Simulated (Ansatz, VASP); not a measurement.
# C: VASP beside Ansatz

```
C
1.0
    -1.17100    1.17100    1.17100
     1.17100   -1.17100    1.17100
     1.17100    1.17100   -1.17100
C
1
Direct
  0.00000 0.00000 0.00000
```

Alike in both runs: functional PBEsol; k mesh 22 × 22 × 22; occupations fermi-dirac, width 0.08 eV; no spin polarisation.

Ansatz relaxed the structure, and its values are those at the end. VASP's run is a single point on that final structure, the one shown.

|  | VASP | Ansatz |
| --- | --- | --- |
| version | VASP 6.6.1 | Ansatz 0.2.0 |
| potentials or method | VASP PAW PBE potentials, release 64 (C) | PAW with Ansatz's default frozen-core files, scalar-relativistic |
| plane-wave cutoff (eV) | 520 | 420 |
| valence electrons in the cell | 4 | 4 |

VASP gave:

| Property | Result |
| --- | --- |
| pressure (GPa) | 0.2 |

Estimate Ansatz's values.

pressure (GPa): 0.0.

VASP's potentials were made for PBE, not for PBEsol.
